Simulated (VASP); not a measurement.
Write the native input for VASP 6.6.1 that does the following.

```
Task                   : single point
Functional             : r2SCAN
Potentials or basis    : VASP PAW PBE potentials, release 64 (Ni, Al)
Cutoff                 : 520 eV
k mesh                 : 9 × 9 × 9
Occupations            : fermi-dirac, width 0.05 eV
Spin                   : collinear spin, ferromagnetic start
Starting moments       : [1.0, 0.0] μB
Dipole correction      : no
Further INCAR settings : ALGO = Normal; EDIFF = 1e-06; NBANDS = 18
```

The system is AlNi.

```xyz
2
Lattice="2.9189 0.0000 0.0000 0.0000 2.9189 0.0000 0.0000 0.0000 2.9189" Properties=species:S:1:pos:R:3 pbc="T T T"
Ni    1.4595    1.4595    1.4595
Al    0.0000    0.0000    0.0000
```

The input as run:

POSCAR

```
AlNi
1.0
    2.9189122424      0.0000000000      0.0000000000
    0.0000000000      2.9189122424      0.0000000000
    0.0000000000      0.0000000000      2.9189122424
Ni Al
1 1
Direct
    0.5000000000      0.5000000000      0.5000000000
    0.0000000000      0.0000000000      0.0000000000
```

INCAR.step1

```
SYSTEM = AlNi
  ALGO = Normal
  EDIFF = 1E-4
  ENCUT = 520
  GGA = PE
  ISMEAR = -1
  ISPIN = 2
  LASPH = .TRUE.
  LCHARG = .FALSE.
  LMAXMIX = 4
  LREAL = .FALSE.
  LWAVE = .TRUE.
  MAGMOM = 1 0
  NBANDS = 18
  NELM = 150
  PREC = Accurate
  SIGMA = 0.05
```

INCAR.step2

```
SYSTEM = AlNi
  ALGO = Normal
  EDIFF = 1E-6
  ENCUT = 520
  ISIF = 2
  ISMEAR = -1
  ISPIN = 2
  ISTART = 1
  LASPH = .TRUE.
  LCHARG = .TRUE.
  LELF = .TRUE.
  LMAXMIX = 4
  LMIXTAU = .TRUE.
  LORBIT = 11
  LREAL = .FALSE.
  LVHAR = .TRUE.
  LWAVE = .FALSE.
  MAGMOM = 1 0
  METAGGA = R2SCAN
  NBANDS = 18
  NELM = 150
  PREC = Accurate
  SIGMA = 0.05
```

KPOINTS

```
k-points
0
G
  9 9 9
  0 0 0
```

Potentials or basis: VASP PAW PBE potentials, release 64 (Ni, Al).

Launch:

```console
$ cat potpaw_PBE.64/Ni/POTCAR potpaw_PBE.64/Al/POTCAR > POTCAR
$ cp INCAR.step1 INCAR
$ mpirun -np 1 vasp_std > vasp.out
$ cp INCAR.step2 INCAR
$ mpirun -np 1 vasp_std > vasp.out
```

Results of the run:

```yaml
Pressure: -9.3 GPa
Net_moment: 0.00 μB per cell
Valence_electrons_inside_the_program's_atomic_spheres: Ni 9.44; Al 0.78
```

Caveat: the PAW data sets were made with another functional, which shifts forces and pressure a little.

Wall time 56 s on 1 thread of Intel Xeon 6975P-C, on a shared host, peak memory 0.17 GiB.
